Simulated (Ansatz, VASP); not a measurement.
VN in VASP and in Ansatz

File INCAR:

```
ALGO     = Normal         # electronic algorithm
EDIFF    = 1E-6           # SCF threshold, eV
ENCUT    = 600            # plane-wave cutoff, eV
GGA      = RE             # functional
GGA_COMPAT= False        
ISIF     = 2              # what is computed and relaxed
ISMEAR   = 0              # smearing method
ISPIN    = 2              # spin polarisation
LASPH    = True           # aspherical terms in the spheres
LCHARG   = False          # write CHGCAR
LMAXMIX  = 4              # l up to which the mixer works
LORBIT   = 11             # projections on sites
LREAL    = False          # projectors in reciprocal space
LWAVE    = False          # write WAVECAR
MAGMOM   = 0.3 0          # initial moments
NBANDS   = 20             # bands
NELM     = 200            # most SCF steps
PREC     = Accurate       # precision mode
SIGMA    = 0.1            # smearing width, eV
```

The input KPOINTS:

```
k-points
0
Gamma
  6 6 6
```

Contents of POSCAR:

```
VN
1.0
    0.0000000000      2.0624650000      2.0624650000
    2.0624650000      0.0000000000      2.0624650000
    2.0624650000      2.0624650000      0.0000000000
V N
1 1
Direct
    0.0000000000      0.0000000000      0.0000000000
    0.5000000000      0.5000000000      0.5000000000
```

Input for Ansatz:

```yaml
crystal:
  lattice:
    - [0.0, 2.062465, 2.062465]
    - [2.062465, 0.0, 2.062465]
    - [2.062465, 2.062465, 0.0]
  atoms:
    - { symbol: V, position: [0.0, 0.0, 0.0], spin: 0.3 }
    - { symbol: "N", position: [0.5, 0.5, 0.5] }
basis: {}
kpoints:
  mp_grid: { grid: [6, 6, 6] }
hamiltonian:
  xc: revpbe
  pseudopotentials: { kind: nc }
scf:
  occupations: { method: gaussian, width: 0.1 }
  lower_state_search: "off"
  max_iter: 82
output:
  forces: true
  stress: true
  eigenvalues: true
  populations: true
magnetization:
  spin_polarized: true
```

Alike in both runs: task single point; functional revPBE; k mesh 6 × 6 × 6; occupations gaussian, width 0.1 eV; collinear spin.

|  | VASP | Ansatz |
| --- | --- | --- |
| version | VASP 6.6.1 | Ansatz 0.2.0 |
| potentials or method | VASP PAW PBE potentials, release 64 (V_sv, N) | scalar-relativistic, plane waves, norm-conserving potentials |
| plane-wave cutoff (eV) | 600 | 1240 |
| valence electrons in the cell | 18 | 18 |

```csv
,VASP,Ansatz,Ansatz less VASP
gap on the k mesh at the Fermi level (eV),none,none,-
pressure (GPa),4.1,3.2,-0.88
net moment per atom (μB),0.17,0.18,+0.009
size of the moment on the site where the two differ most (μB),0.34,0.30,-0.035
```

VASP's potentials were made for PBE, not for revPBE. Site moments also hang on the region over which each program counts them. A gap of «none» marks a metal or a gap that the smearing closes.

The k mesh is coarse, so the values compare programs but aren't converged.
